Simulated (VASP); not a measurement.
A run of VASP 6.6.1:

INCAR

```
SYSTEM = HgH8
PREC = Accurate
ENCUT = 600
EDIFF = 1E-6
ISMEAR = 0
SIGMA = 0.02
LREAL = .False.
LASPH = .True.
NELM = 60
ALGO = Normal
ISIF = 3
LWAVE = .False.
LCHARG = .False.
GGA = PE
IBRION = 2
NSW = 100
EDIFFG = -0.01
```

Contents of KPOINTS:

```
Automatic mesh
0
Gamma
  4 4 6
  0 0 0
```

Contents of POSCAR:

```
HgH8
1.0
    5.8708322000     -3.9422961000      0.0000000000
    5.8708322000      3.9422961000      0.0000000000
   -1.5096448000      0.0000000000      4.5404267000
Hg H
1 8
Direct
    0.6315990000      0.6315990000      0.3508300000
    0.6246570000      0.2182150000      0.7983130000
    0.6156710000      0.1259710000      0.6812860000
    0.1259710000      0.6156710000      0.6812860000
    0.2182150000      0.6246570000      0.7983130000
    0.2298290000      0.2298290000      0.9781410000
    0.9706780000      0.9706780000      0.2370750000
    0.1817660000      0.1817660000      0.0509310000
    0.0087570000      0.0087570000      0.3960460000
```

Potentials or basis: VASP PAW PBE potentials, release 64 (Hg, H).

Run with:

```sh
$ cat potpaw_PBE.64/Hg/POTCAR potpaw_PBE.64/H/POTCAR > POTCAR
$ mpirun -np 1 vasp_std > vasp.out
```

Hardware: 1 thread of Intel(R) Xeon(R) 6975P-C (Granite Rapids) (shared host).

Estimate the wall time of this run.

Wall time 120 s on 1 thread of Intel(R) Xeon(R) 6975P-C (Granite Rapids), on a shared host, peak memory 0.44 GiB. Counts: scf iterations 22, k points 34, ion steps 3.
